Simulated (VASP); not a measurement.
**Ag: single point with PBEsol**

Crystal: Ag.

```
Ag
1.0
     0.00000    2.02724    2.02724
     2.02724    0.00000    2.02724
     2.02724    2.02724    0.00000
Ag
1
Direct
  0.00000 0.00000 0.00000
```

```
Program             : VASP 6.6.1
Task                : single point
Functional          : PBEsol
Potentials or basis : VASP PAW PBE potentials, release 64 (Ag)
Cutoff              : 520 eV
k mesh              : 20 × 20 × 20
Occupations         : gaussian, width 0.05 eV
Spin                : no spin polarisation
```

* Pressure: -0.2 GPa
* Band gap on the k mesh: zero (an odd number of electrons rules out a gap without spin polarisation)

Levels at points of the mesh, in eV from the Fermi level:
```csv
k point,band 2,band 3,band 4,band 5,band 6,band 7,band 8,band 9,band 10,band 11
"(0.00, 0.00, 0.00)",-4.84,-4.84,-4.84,-3.75,-3.75,16.05,19.75,19.75,19.75,24.63
"(0.50, 0.00, 0.00)",-4.86,-4.86,-2.92,-2.92,-0.51,3.73,15.28,18.06,18.06,23.16
"(0.50, 0.50, 0.00)",-6.41,-2.95,-2.70,-2.70,1.53,6.91,10.73,10.73,17.45,17.53
```

Run time: 54 s on 1 thread of Intel Xeon 8259CL, with other jobs on the host, peak memory 0.18 GiB.

Caveat: the PAW data sets were made with another functional, which shifts forces and pressure a little.
